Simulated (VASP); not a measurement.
Set up this calculation in VASP 6.6.1, as the native input.

```
Task                   : single point
Functional             : PBE
Potentials or basis    : VASP PAW PBE potentials, release 64 (Al, O)
Cutoff                 : 520 eV
k mesh                 : 5 × 4 × 1
Occupations            : gaussian, width 0.1 eV
Spin                   : no spin polarisation
Dipole correction      : yes
Further INCAR settings : LREAL = Auto; ALGO = Normal; EDIFF = 1e-07; NBANDS = 41
```

The structure of Al16O lies in POSCAR:

```
Al16O
1.0
    5.7135165838      0.0000000000      0.0000000000
    0.0000000000      8.0801326416      0.0000000000
    0.0000000000      0.0000000000     19.7432786844
Al O
16 1
Direct
    0.2500000000      0.2500000000      0.2026005946
    0.2500000000      0.7500000000      0.2026005946
    0.7500000000      0.2500000000      0.2026005946
    0.7500000000      0.7500000000      0.2026005946
    0.0000000000      0.0000000000      0.2749482107
    0.0000000000      0.5000000000      0.2749482107
    0.5000000000      0.0000000000      0.2749482107
    0.5000000000      0.5000000000      0.2749482107
    0.2500000000      0.2500000000      0.3495466410
    0.2500000000      0.7500000000      0.3495466410
    0.7500000000      0.2500000000      0.3495466410
    0.7500000000      0.7500000000      0.3495466410
    0.0000000000      0.0000000000      0.4175232906
    0.0000000000      0.5000000000      0.4175232906
    0.5000000000      0.0000000000      0.4175232906
    0.5000000000      0.5000000000      0.4175232906
    0.1666666667      0.0000000000      0.4858639119
```

The input as run:

INCAR

```
ALGO     = Normal         # electronic algorithm
DIPOL    = 0.5 0.5 0.321
EDIFF    = 1E-7           # SCF threshold, eV
ENCUT    = 520            # plane-wave cutoff, eV
GGA      = PE             # functional
IDIPOL   = 3            
ISIF     = 2              # what is computed and relaxed
ISMEAR   = 0              # smearing method
LASPH    = T              # aspherical terms in the spheres
LCHARG   = T              # write CHGCAR
LDIPOL   = T            
LELF     = T              # ELF
LREAL    = Auto         
LVACPOTAV= T            
LVHAR    = T            
LWAVE    = F              # write WAVECAR
NBANDS   = 41             # bands
NELM     = 60             # most SCF steps
PREC     = Accurate       # precision mode
SIGMA    = 0.1            # smearing width, eV
```

KPOINTS

```
k-points
0
Gamma
  5 4 1
```

Potentials or basis: VASP PAW PBE potentials, release 64 (Al, O).

The run is started by

```sh
$ cat potpaw_PBE.64/Al/POTCAR potpaw_PBE.64/O/POTCAR > POTCAR
$ mpirun -np 1 vasp_std > vasp.out
```

Results of the run:

```yaml
Largest_force: 2.694 eV/Å
Band_gap_on_the_k_mesh: zero (bands 27 and 28 overlap by 0.67 eV)
```

Run time: 11 min on 1 thread of AMD EPYC 7R13 Processor (Zen 3), with other jobs on the host, peak memory 0.79 GiB.
